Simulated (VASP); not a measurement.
# CoSi (WC type): single point with PBE

Crystal: CoSi (WC type).

```
Co Si
1.0
     2.29112    0.00000    0.00000
    -1.14556    1.98416    0.00000
     0.00000    0.00000    3.24715
Co Si
1 1
Direct
  0.00000 0.00000 0.00000
  0.33333 0.66667 0.50000
```

```json
{
  "Program": "VASP 6.6.1",
  "Task": "single point",
  "Functional": "PBE",
  "Potentials or basis": "VASP PAW PBE potentials, release 64 (Co, Si)",
  "Cutoff": "520 eV",
  "k mesh": "17 × 17 × 15",
  "Occupations": "fermi-dirac, width 0.05 eV",
  "Spin": "no spin polarisation"
}
```

```yaml
Pressure: 211.7 GPa
Band_gap_on_the_k_mesh: zero (an odd number of electrons rules out a gap without spin polarisation)
```

Stress tensor (GPa, compression positive):
```
210.88   0.00   0.00
  0.00 210.88   0.00
  0.00   0.00 213.27
```

Levels at points of the mesh, in eV from the Fermi level:
| k point | band 3 | band 4 | band 5 | band 6 | band 7 | band 8 | band 9 | band 10 | band 11 | band 12 |
| --- | --- | --- | --- | --- | --- | --- | --- | --- | --- | --- |
| (0.00, 0.00, 0.00) | -4.95 | -3.12 | -3.12 | -1.72 | -1.72 | 4.09 | 13.71 | 13.71 | 17.30 | 17.30 |

Run time: 52 s on 1 thread of Intel Xeon 8259CL, with other jobs on the host, peak memory 0.18 GiB.

Caveat: the cell stands under pressure; the run has no spin polarisation, though such a crystal can be magnetic. Spin polarisation is off, so any magnetic state and its effect on volume and gap are missing.
